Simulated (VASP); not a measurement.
# Si2Sn3 (P6/mmm) in VASP: further runs

Runs on Si2Sn3. Level: PBE. Tasks: single point, relaxation of cell and atoms.

All numbers are computed with VASP 6.6.1; they aren't measurements. Logs are shortened: lines on timing, memory, paths and dates and some standing lists are left out, and cuts for length are marked.

**1. The cell of the first run**

The structure is hexagonal, space group P6/mmm (No. 191). The conventional cell has a = 3.043 Å, b = 3.043 Å, c = 14.289 Å, α = 90.00°, β = 90.00°, γ = 120.00°. Within 3.8 Å of Si (site symmetry 6mm) lie 7 Si at 2.86 to 3.04 Å and 1 Sn at 2.86 Å. Sn (site symmetry 6mm) has 1 Si at 2.86 Å and 7 Sn at 2.86 to 3.04 Å within 3.8 Å. Within 3.8 Å of Sn (site symmetry 6/mmm) lie 8 Sn at 2.86 to 3.04 Å.

**2. Single point, PBE**

Input file INCAR:

```
SYSTEM = Si2Sn3
PREC     = Accurate       ! precision mode
ENCUT    = 520            ! plane-wave cutoff, eV
EDIFF    = 1E-6           ! SCF threshold, eV
ISMEAR   = 0              ! smearing method
SIGMA    = 0.1            ! smearing width, eV
LREAL    = .FALSE.        ! projectors in reciprocal space
LASPH    = .TRUE.         ! aspherical terms in the spheres
NELM     = 100            ! most SCF steps
ALGO     = Normal         ! electronic algorithm
ISIF     = 2              ! what is computed and relaxed
LWAVE    = .FALSE.        ! write WAVECAR
LCHARG   = .FALSE.        ! write CHGCAR
GGA      = PE             ! functional
NBANDS   = 33             ! bands
```

Input file KPOINTS:

```
Automatic mesh
0
G
  6 6 2
  0 0 0
```

Input file POSCAR:

```
Si2Sn3
1.0
    3.0432594600      0.0000000000      0.0000000000
   -1.5216297300      2.6355400000      0.0000000000
    0.0000000000      0.0000000000     14.2889877000
Si Sn
2 3
Direct
    0.0000000000      0.0000000000      0.6000000000
    0.0000000000      0.0000000000      0.4000000000
    0.0000000000      0.0000000000      0.8000000000
    0.0000000000      0.0000000000      0.0000000000
    0.0000000000      0.0000000000      0.2000000000
```

Potentials or basis: VASP PAW PBE potentials, release 64 (Si, Sn_d).

Command:

```console
$ cat potpaw_PBE.64/Si/POTCAR potpaw_PBE.64/Sn_d/POTCAR > POTCAR
$ mpirun -np 1 vasp_std > vasp.out
```

OUTCAR:

```text
SYSTEM = Si2Sn3
   PREC = Accurate
   ENCUT = 520
   EDIFF = 1E-6
   ISMEAR = 0
   LREAL = .FALSE.
   LASPH = .TRUE.
   NELM = 100
   ISIF = 2
   GGA = PE

 ion  position               nearest neighbor table
   1  0.000  0.000  0.600-   3 2.86   2 2.86
   2  0.000  0.000  0.400-   5 2.86   1 2.86
   3  0.000  0.000  0.800-   1 2.86   4 2.86
   4  0.000  0.000  0.000-   3 2.86   5 2.86
   5  0.000  0.000  0.200-   2 2.86   4 2.86

  LATTYP: Found a hexagonal cell.
 ALAT       =     3.0432594600
 C/A-ratio  =     4.6952906539

  Lattice vectors:

 A1 = (   3.0432594600,   0.0000000000,   0.0000000000)
 A2 = (  -1.5216297300,   2.6355400000,   0.0000000000)
 A3 = (   0.0000000000,   0.0000000000,  14.2889877000)

Analysis of symmetry for initial positions (statically):
=====================================================================
 Subroutine PRICEL returns:
 Original cell was already a primitive cell.

 Routine SETGRP: Setting up the symmetry group for a
 hexagonal supercell.

 Subroutine GETGRP returns: Found 24 space group operations
 (whereof 24 operations were pure point group operations)
 out of a pool of 24 trial point group operations.

The static configuration has the point symmetry D_6h.

Analysis of symmetry for dynamics (positions and initial velocities):
=====================================================================
 Subroutine PRICEL returns:
 Original cell was already a primitive cell.

 Routine SETGRP: Setting up the symmetry group for a
 hexagonal supercell.

 Subroutine GETGRP returns: Found 24 space group operations
 (whereof 24 operations were pure point group operations)
 out of a pool of 24 trial point group operations.

The dynamic configuration has the point symmetry D_6h.

 Subroutine INISYM returns: Found 24 space group operations
 (whereof 24 operations are pure point group operations),
 and found     1 'primitive' translations

----------------------------------------------------------------------------------------

                                     Primitive cell

  volume of cell :     114.6067

  direct lattice vectors                    reciprocal lattice vectors
     3.043259460  0.000000000  0.000000000     0.328595052  0.189714442  0.000000000
    -1.521629730  2.635540000  0.000000000     0.000000000  0.379428884  0.000000000
     0.000000000  0.000000000 14.288987700     0.000000000  0.000000000  0.069983964

  length of vectors
     3.043259460  3.043259458 14.288987700     0.379428883  0.379428884  0.069983964

  position of ions in fractional coordinates (direct lattice)
     0.000000000  0.000000000  0.600000000
     0.000000000  0.000000000  0.400000000
     0.000000000  0.000000000  0.800000000
     0.000000000  0.000000000  0.000000000
     0.000000000  0.000000000  0.200000000

  ion indices of the primitive-cell ions
   primitive index   ion index
                 1           1
                 2           2
                 3           3
                 4           4
                 5           5

----------------------------------------------------------------------------------------

 KPOINTS: Automatic mesh

Automatic generation of k-mesh.
 Grid dimensions read from file:
 generate k-points for:    6    6    2

 Generating k-lattice:

  Cartesian coordinates                     Fractional coordinates (reciprocal lattice)
     0.054765842  0.031619074  0.000000000     0.166666667  0.000000000  0.000000000
     0.000000000  0.063238147  0.000000000     0.000000000  0.166666667  0.000000000
     0.000000000  0.000000000  0.034991982     0.000000000  0.000000000  0.500000000

  Length of vectors
     0.063238147  0.063238147  0.034991982

  Shift w.r.t. Gamma in fractional coordinates (k-lattice)
     0.000000000  0.000000000  0.000000000

 Subroutine IBZKPT returns following result:
 ===========================================

 Found     14 irreducible k-points:

 Following reciprocal coordinates:
            Coordinates               Weight
  0.000000  0.000000  0.000000      1.000000
  0.166667  0.000000  0.000000      6.000000
  0.333333 -0.000000  0.000000      6.000000
  0.500000  0.000000  0.000000      3.000000
  0.166667  0.166667  0.000000      6.000000
  0.333333  0.166667  0.000000     12.000000
  0.333333  0.333333  0.000000      2.000000
  0.000000  0.000000  0.500000      1.000000
  0.166667  0.000000  0.500000      6.000000
  0.333333 -0.000000  0.500000      6.000000
  0.500000  0.000000  0.500000      3.000000
  0.166667  0.166667  0.500000      6.000000
  0.333333  0.166667  0.500000     12.000000
  0.333333  0.333333  0.500000      2.000000
   k-points           NKPTS =     14   k-points in BZ     NKDIM =     14   number of bands    NBANDS=     33
   number of dos      NEDOS =    301   number of ions     NIONS =      5
   total plane-waves  NPLWV =  62208
   dimension x,y,z NGX =    24 NGY =   24 NGZ =  108
   dimension x,y,z NGXF=    48 NGYF=   48 NGZF=  216
   ions per type =               2   3
   NGX,Y,Z   is equivalent  to a cutoff of  13.11, 13.11, 12.57 a.u.
   NGXF,Y,Z  is equivalent  to a cutoff of  26.22, 26.22, 25.13 a.u.
 SYSTEM =  Si2Sn3
   PREC   = accura    normal or accurate (medium, high low for compatibility)
   ISTART =      0    job   : 0-new  1-cont  2-samecut
   ICHARG =      2    charge: 1-file 2-atom 10-const
   ISPIN  =      1    spin polarized calculation?
   LNONCOLLINEAR =      F non collinear calculations
   LSORBIT =      F    spin-orbit coupling
   LASPH  =      T    aspherical Exc in radial PAW
   ENCUT  =  520.0 eV  38.22 Ry    6.18 a.u.   5.66  5.66 26.57*2*pi/ulx,y,z
   NELM   =    100;   NELMIN=  2; NELMDL= -5     # of ELM steps
   EDIFF  = 0.1E-05   stopping-criterion for ELM
   LREAL  =      F    real-space projection
   EDIFFG = 0.1E-04   stopping-criterion for IOM
   NSW    =      0    number of steps for IOM
   IBRION =     -1    ionic relax: 0-MD 1-quasi-New 2-CG
   NFREE  =      0    steps in history (QN), initial steepest desc. (CG)
   ISIF   =      2    stress and relaxation
   ISYM   =      2    0-nonsym 1-usesym 2-fastsym
   POTIM  = 0.5000    time-step for ionic-motion
   TEBEG  =    0.0;   TEEND  =   0.0 temperature during run
   PSTRESS=    0.0 pullay stress
   NELECT =      50.0000    total number of electrons
   NUPDOWN=      -1.0000    fix difference up-down
   EMIN   =  10.00;   EMAX   =-10.00  energy-range for DOS
   EFERMI =   0.00;   METHOD = LEGACY
   ISMEAR =     0;   SIGMA  =   0.10  broadening in eV -4-tet -1-fermi 0-gaus
   EFERMI_NEDOS =   21; number of points for ismear=-14 and -15
   IALGO  =     38    algorithm
   IMIX   =      4    mixing-type and parameters
     AMIX     =   0.40;   BMIX     =  1.00
     AMIX_MAG =   1.60;   BMIX_MAG =  1.00
  volume/ion in A,a.u.               =      22.92       154.68
  Fermi-wavevector in a.u.,A,eV,Ry     =   1.241637  2.346355 20.975607  1.541664
  Thomas-Fermi vector in A             =   2.376027
   LORBIT       =      0    0 simple, 1 ext, 2 COOP (PROOUT), +10 PAW based schemes
   GGA     = PE    functional components
   LHFCALC =     F    Hartree Fock is set to
   AEXX    =    0.0000 exact exchange contribution
   IVDW    =     0    specifies the selected vdW correction
   LEPSILON=     F    determine dielectric tensor
   LRPA    =     F    only Hartree local field effects (RPA)
 non-spin polarized calculation
 Gauss-broadening in eV      SIGMA  =   0.10
  energy-cutoff  :      520.00
  volume of cell :      114.61
 maximum number of plane-waves:      3113
 NGX is ok and might be reduce to    24
   NGX = 11   NGY = 11   NGZ = 53

 number of electron      49.9999984 magnetization

 Free energy of the ion-electron system (eV)
  ---------------------------------------------------
  ext. energy  EPLUGINS =         0.00000000
  ---------------------------------------------------
  free energy    TOTEN  =       -19.96843084 eV

  energy without entropy =      -19.96253740  energy(sigma->0) =      -19.96548412

 E-fermi :   8.1827     XC(G=0): -10.4081

 val. band max:        8.1142884464   @ k =   0.3333   0.1667   0.0000
 cond. band min:       8.4818525837   @ k =   0.3333   0.1667   0.0000
 fundamental gap:      0.3675641373
 Fermi energy:         8.1827042041

 k-point     1 :       0.0000    0.0000    0.0000
  band No.  band energies     occupation
      1     -13.8261      2.00000
      2     -13.6479      2.00000
      3     -13.6479      2.00000
      4     -13.5577      2.00000
      5     -13.5293      2.00000
      6     -13.5293      2.00000
[... 25 lines left out ...]
     32      16.8546      0.00000
     33      18.2716      0.00000

 k-point     2 :       0.1667    0.0000    0.0000
  band No.  band energies     occupation
      1     -13.7867      2.00000
      2     -13.6604      2.00000
      3     -13.5694      2.00000
      4     -13.5636      2.00000
      5     -13.5516      2.00000
      6     -13.4857      2.00000
[... 25 lines left out ...]
     32      14.8948      0.00000
     33      15.0516      0.00000

 k-point     3 :       0.3333   -0.0000    0.0000
  band No.  band energies     occupation
      1     -13.7915      2.00000
      2     -13.6548      2.00000
      3     -13.6380      2.00000
      4     -13.5916      2.00000
      5     -13.5649      2.00000
      6     -13.4665      2.00000
[... 25 lines left out ...]
     32      13.0615      0.00000
     33      14.1284      0.00000

 k-point     4 :       0.5000    0.0000    0.0000
  band No.  band energies     occupation
      1     -13.8178      2.00000
      2     -13.6769      2.00000
      3     -13.6727      2.00000
      4     -13.6434      2.00000
      5     -13.5271      2.00000
      6     -13.4782      2.00000
[... 25 lines left out ...]
     32      12.3457      0.00000
     33      12.6301      0.00000

 k-point     5 :       0.1667    0.1667    0.0000
  band No.  band energies     occupation
      1     -13.7236      2.00000
      2     -13.6691      2.00000
      3     -13.5555      2.00000
      4     -13.5504      2.00000
      5     -13.5485      2.00000
      6     -13.4702      2.00000
[... 244 lines left out ...]
 k-point    12 :       0.1667    0.1667    0.5000
  band No.  band energies     occupation
      1     -13.7236      2.00000
      2     -13.6691      2.00000
      3     -13.5555      2.00000
      4     -13.5504      2.00000
      5     -13.5485      2.00000
      6     -13.4702      2.00000
[... 25 lines left out ...]
     32      12.3054      0.00000
     33      13.3272      0.00000

 k-point    13 :       0.3333    0.1667    0.5000
  band No.  band energies     occupation
      1     -13.7233      2.00000
      2     -13.6160      2.00000
      3     -13.6048      2.00000
      4     -13.5718      2.00000
      5     -13.5325      2.00000
      6     -13.5053      2.00000
[... 25 lines left out ...]
     32      10.4893      0.00000
     33      11.6182      0.00000

 k-point    14 :       0.3333    0.3333    0.5000
  band No.  band energies     occupation
      1     -13.6147      2.00000
      2     -13.5776      2.00000
      3     -13.5776      2.00000
      4     -13.5055      2.00000
      5     -13.5055      2.00000
      6     -13.4036      2.00000
[... 25 lines left out ...]
     32      11.1530      0.00000
     33      11.1856      0.00000

------------------------ aborting loop because EDIFF is reached ----------------------------------------

  FORCE on cell =-STRESS in cart. coord.  units (eV):
  Direction    XX          YY          ZZ          XY          YZ          ZX
  --------------------------------------------------------------------------------------
  -------------------------------------------------------------------------------------
  Total        0.6499659      0.6499659      7.6301425      0.0000000      0.0000000      0.0000000
  in kB        9.0863847      9.0863846    106.6677607      0.0000000      0.0000000      0.0000000
  external PRESSURE =      41.6135100 kB  Pullay stress =       0.0000000 kB

 VOLUME and BASIS-vectors are now :
 -----------------------------------------------------------------------------
  energy-cutoff  :      520.00
  volume of cell :      114.61
      direct lattice vectors                 reciprocal lattice vectors
     3.043259460  0.000000000  0.000000000     0.328595052  0.189714442  0.000000000
    -1.521629730  2.635540000  0.000000000     0.000000000  0.379428884  0.000000000
     0.000000000  0.000000000 14.288987700     0.000000000  0.000000000  0.069983964

 POSITION                                       TOTAL-FORCE (eV/Angst)
 -----------------------------------------------------------------------------------
      0.00000      0.00000      8.57339        -0.000000     -0.000000     -0.717029
      0.00000      0.00000      5.71560        -0.000000     -0.000000      0.717029
      0.00000      0.00000     11.43119         0.000000      0.000000     -1.118165
      0.00000      0.00000      0.00000        -0.000000     -0.000000      0.000000
      0.00000      0.00000      2.85780         0.000000     -0.000000      1.118165
 -----------------------------------------------------------------------------------
    total drift:                               -0.000000     -0.000000      0.000000

  FREE ENERGIE OF THE ION-ELECTRON SYSTEM (eV)
  ---------------------------------------------------
  free  energy   TOTEN  =       -19.9684308375 eV

  energy  without entropy=      -19.9625374011  energy(sigma->0) =      -19.96548412
```

It took 37 s on 1 thread of AMD EPYC 7R13 (Zen 3), shared host; peak memory 0.21 GiB.

What came out:

* Free energy: -19.9684 eV
* Pressure: 4.2 GPa
* Largest force: 1.118 eV/Å
* Band gap on the k mesh: zero (bands 25 and 26 overlap by 8.11 eV)

Forces in eV/Å, atoms in the order of the input:
```
Si   0.000  0.000 -0.717
Si   0.000  0.000  0.717
Sn   0.000  0.000 -1.118
Sn   0.000  0.000  0.000
Sn   0.000  0.000  1.118
```

Stress tensor (GPa, compression positive):
```
 0.91  0.00  0.00
 0.00  0.91  0.00
 0.00  0.00 10.67
```

Levels at points of the mesh, in eV from the Fermi level:
| k point | band 21 | band 22 | band 23 | band 24 | band 25 | band 26 | band 27 | band 28 | band 29 | band 30 |
| --- | --- | --- | --- | --- | --- | --- | --- | --- | --- | --- |
| (0.00, 0.00, 0.00) | -4.58 | -4.02 | 0.63 | 0.65 | 5.64 | 6.52 | 6.52 | 7.31 | 7.31 | 8.20 |
| (0.50, 0.00, 0.00) | -4.57 | -4.23 | -4.10 | -3.04 | -2.64 | -0.44 | -0.25 | 3.40 | 3.46 | 3.60 |
| (0.00, 0.00, 0.50) | -5.50 | -2.08 | -1.97 | 3.49 | 3.57 | 6.52 | 6.52 | 7.28 | 7.28 | 8.76 |
| (0.50, 0.00, 0.50) | -4.83 | -3.75 | -3.64 | -3.18 | -2.37 | -1.85 | 1.97 | 2.00 | 2.77 | 3.46 |

Caveat: the k points lie up to 0.40 Å⁻¹ apart, too coarse for converged energies and pressures of a metal; spin-orbit coupling is left out, which moves the levels of the heavy elements; forces of over 1 eV/Å act on the atoms, so gaps and moduli don't describe the material at rest.

(Part 1 of 3 ends here.)
